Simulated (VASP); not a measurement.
Crystal: C.

```xyz
4
Lattice="2.4640 0.0000 0.0000 -1.2320 2.1339 0.0000 0.0000 0.0000 6.7110" Properties=species:S:1:pos:R:3 pbc="T T T"
C     0.0000    0.0000    1.6778
C     0.0000    0.0000    5.0333
C     0.0000    1.4226    1.6778
C     1.2320    0.7113    5.0333
```

| Quantity | Value |
| --- | --- |
| Program | VASP 6.6.1 |
| Task | relaxation of cell and atoms |
| Functional | BLYP |
| Potentials or basis | VASP PAW PBE potentials, release 64 (C_h) |
| Cutoff | 910 eV |
| k mesh | 8 × 8 × 3 |
| Occupations | fermi-dirac, width 0.05 eV |
| Spin | no spin polarisation |

At the start: pressure 4.5 GPa; volume 8.82 Å³/atom.

Q: How do energy, volume and symmetry change on relaxing?

A: Over 10 steps the energy falls by 15.4 meV/atom and the volume is 9.93 Å³/atom (+12.6 %); space group P6_3/mmc (No. 194, to 0.05 Å).

The path:
```tsv
step	energy change (eV)	largest force (eV/Å)	pressure (GPa)	volume (Å³)
1	0.0000	0.0000	4.45	35.29
2	-0.0010	0.0000	-4.52	36.55
3	-0.0089	0.0000	-0.29	35.93
4	-0.0262	0.0000	-0.22	36.57
5	-0.0565	0.0000	0.06	38.46
6	-0.0395	0.0000	0.47	42.22
7	-0.0616	0.0000	0.23	39.62
8	-0.0616	0.0000	0.25	39.69
9	-0.0609	0.0000	-1.18	39.95
10	-0.0616	0.0000	0.00	39.73
```

Final structure:
```
CELL_PARAMETERS angstrom
2.47263 0.00000 0.00000
-1.23631 2.14136 0.00000
0.00000 0.00000 7.50448
ATOMIC_POSITIONS crystal
C 0.00000 0.00000 0.25000
C 0.00000 0.00000 0.75000
C 0.33333 0.66667 0.25000
C 0.66667 0.33333 0.75000
```

Caveat: the cutoff is under 1.25 times the usual one of these potentials, so pressure, stress and relaxed cells hold a basis-set (Pulay) error; the PAW data sets were made with another functional, which shifts forces and pressure a little; this functional lacks dispersion, which binds the layers, so the pressure and a relaxed spacing across them are unreliable; the volume moved by +13 % from the deposited cell, more than functionals usually miss.
